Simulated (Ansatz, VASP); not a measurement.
# Two plane-wave programs on MgO2

Contents of INCAR:

```
SYSTEM = MgO2
PREC = Accurate
ENCUT = 520
EDIFF = 1E-7
ISMEAR = 0
SIGMA = 0.05
LREAL = .FALSE.
LASPH = .TRUE.
NELM = 80
ALGO = Normal
ISIF = 2
LWAVE = .FALSE.
LCHARG = .FALSE.
GGA = PS
NBANDS = 14
```

Contents of KPOINTS:

```
Automatic mesh
0
G
  12 12 12
  0 0 0
```

File POSCAR:

```
MgO2
1.0
    1.6047610160      0.9265092046      3.4939788749
   -1.6047610160      0.9265092046      3.4939788749
    0.0000000000     -1.8530184092      3.4939788749
Mg O
1 2
Direct
    0.0000000000      0.0000000000      0.0000000000
    0.4097055565      0.4097055565      0.4097055565
    0.5902944435      0.5902944435      0.5902944435
```

Input for Ansatz:

```yaml
crystal:
  lattice:
    - [1.604761016, 0.9265092046, 3.4939788749]
    - [-1.604761016, 0.9265092046, 3.4939788749]
    - [0.0, -1.8530184092, 3.4939788749]
  atoms:
    - { symbol: Mg, position: [0.0, 0.0, 0.0] }
    - { symbol: O, position: [0.4097055565, 0.4097055565, 0.4097055565] }
    - { symbol: O, position: [0.5902944435, 0.5902944435, 0.5902944435] }
basis:
  ecutwfc: 420
kpoints:
  mp_grid: { grid: [12, 12, 12] }
hamiltonian:
  xc: pbesol
scf:
  occupations: { method: gaussian, width: 0.05 }
output:
  forces: true
  stress: true
  eigenvalues: true
```

Change from the starting cell: mode 9 (885.4 1/cm) frozen in, largest displacement -0.200 Å.

Alike in both runs: task single point; functional PBEsol; k mesh 12 × 12 × 12; occupations gaussian, width 0.05 eV; no spin polarisation.

```csv
,VASP,Ansatz
version,VASP 6.6.1,Ansatz 0.2.0
potentials or method,"VASP PAW PBE potentials, release 64 (Mg, O), cutoff 520 eV","scalar-relativistic, plane waves, PAW"
valence electrons in the cell,14,22
```

```tsv
	VASP	Ansatz	Ansatz less VASP
gap on the k mesh at the Fermi level (eV)	0.09	0.09	+0.004
least direct gap on the mesh (eV)	0.10	0.11	+0.005
pressure (GPa)	0.8	1.2	+0.33
traceless stress, the component that is largest in VASP (GPa)	-16.92	-17.18	-0.259
rms of the force components (eV/Å)	1.811	1.820	+0.0091
```

VASP's potentials were made for PBE, not for PBEsol. Atom by atom the forces differ by 0.009 eV/Å (rms over components). VASP's potentials hold 14 valence electrons a cell and Ansatz's 22, so a difference there can come from the potentials and not from the codes.
